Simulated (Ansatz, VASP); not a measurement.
**One calculation of LiF, two programs**

```
CELL_PARAMETERS angstrom
0.00000 1.99487 2.05472
1.99487 0.00000 2.05472
1.99487 1.99487 0.00000
ATOMIC_POSITIONS crystal
Li 0.00000 0.00000 0.00000
F 0.50000 0.50000 0.50000
```

Change from the starting cell: uniaxial_z strain +3.0%.

Alike in both runs: task single point; functional r2SCAN; k mesh 10 × 10 × 10; no spin polarisation.

```csv
,VASP,Ansatz
version,VASP 6.6.1,Ansatz 0.2.0
potentials or method,"VASP PAW PBE potentials, release 64 (Li_sv, F)","plane waves, PAW"
plane-wave cutoff (eV),520,500
occupations,"gaussian, width 0.01 eV",fixed
valence electrons in the cell,10,10
```

```tsv
	VASP	Ansatz	Ansatz less VASP
gap on the k mesh at the Fermi level (eV)	10.21	10.01	-0.207
```

VASP's potentials were made for PBE, not for r2SCAN.

Noted on VASP's run: the cutoff is short for stress, so the pressure is rough.
